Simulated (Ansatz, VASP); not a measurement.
B in VASP and in Ansatz

```xyz
12
Lattice="2.4204 1.3974 4.1314 -2.4204 1.3974 4.1314 0.0000 -2.7949 4.1314" Properties=species:S:1:pos:R:3 pbc="T T T"
B    -1.5584    0.8997    2.7897
B     0.0000   -1.7994    2.7897
B     1.5584    0.8997    2.7897
B     1.5584   -0.8997    9.6045
B    -1.5584   -0.8997    9.6045
B     0.0000    1.7994    9.6045
B    -0.9887    0.5709    4.4328
B     0.0000   -1.1417    4.4328
B     0.9887    0.5709    4.4328
B     0.9887   -0.5709    7.9614
B    -0.9887   -0.5709    7.9614
B     0.0000    1.1417    7.9614
```

Alike in both runs: functional LDA; k mesh 9 × 9 × 9; occupations gaussian, width 0.02 eV; no spin polarisation.

Ansatz relaxed the structure, and its values are those at the end. VASP's run is a single point on that final structure, the one shown.

|  | VASP | Ansatz |
| --- | --- | --- |
| version | VASP 6.6.1 | Ansatz 0.2.0 |
| potentials or method | VASP PAW LDA potentials, release 64 (B), cutoff 520 eV | scalar-relativistic, plane waves, PAW |
| valence electrons in the cell | 36 | 36 |

```csv
,VASP,Ansatz,Ansatz less VASP
gap on the k mesh at the Fermi level (eV),1.38,1.39,+0.003
least direct gap on the mesh (eV),1.72,1.72,+0.003
pressure (GPa),0.3,0.0,-0.33
rms of the force components (eV/Å),0.009,0.000,-0.0087
```

LDA's correlation is that of Perdew and Zunger in VASP and of Perdew and Wang (1992) in Ansatz.
